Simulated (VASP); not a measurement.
Input of a VASP 6.6.1 run:

File INCAR:

```
SYSTEM = In
ALGO = Normal
EDIFF = 1E-6
EDIFFG = -0.005
ENCUT = 600
GGA = PE
IBRION = 2
ISIF = 3
ISMEAR = -1
LASPH = .True.
LCHARG = .False.
LREAL = .False.
LWAVE = .False.
NELM = 80
NSW = 60
PREC = Accurate
SIGMA = 0.05
```

Contents of KPOINTS:

```
k-points
0
Gamma
  13 13 13
  0 0 0
```

Contents of POSCAR:

```
In
1.0
    3.0974033059      0.0000000000      0.0000000000
    0.0000000000      3.0974033059      0.0000000000
    0.0000000000      0.0000000000      3.0974033059
In
1
Direct
    0.0000000000      0.0000000000      0.0000000000
```

Potentials or basis: VASP PAW PBE potentials, release 64 (In_d).

Launch:

```sh
$ cat potpaw_PBE.64/In_d/POTCAR > POTCAR
$ mpirun -np 1 vasp_std > vasp.out
```

Q: Estimate the relaxed volume.

A: 29.64 Å³/atom.

Q: Predict the space group after relaxing (to 0.05 Å).

A: Pm-3m (No. 221).

Final structure:
```
In
1.0
     3.09483    0.00000    0.00000
     0.00000    3.09483    0.00000
     0.00000    0.00000    3.09483
In
1
Direct
  0.00000 0.00000 0.00000
```
